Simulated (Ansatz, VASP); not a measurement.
## Zn2C: VASP beside Ansatz

```xyz
3
Lattice="0.0000 2.6044 2.6044 2.6044 0.0000 2.6044 2.6044 2.6044 0.0000" Properties=species:S:1:pos:R:3 pbc="T T T"
C     0.0000    0.0000    0.0000
Zn    1.3022    1.3022    1.3022
Zn    3.9066    3.9066    3.9066
```

Alike in both runs: task electric field gradients; functional PBE; k mesh 11 × 11 × 11; occupations fermi-dirac, width 0.08 eV; no spin polarisation.

|  | VASP | Ansatz |
| --- | --- | --- |
| version | VASP 6.6.1 | Ansatz 0.2.0 |
| potentials or method | VASP PAW PBE potentials, release 64 (C, Zn), cutoff 520 eV | all-electron PAW with datasets made for the crystal, scalar-relativistic |

```tsv
	VASP	Ansatz	Ansatz less VASP
pressure (GPa)	0.6	0.0	-0.61
```

Ansatz ran all-electron here, and VASP with PAW potentials.
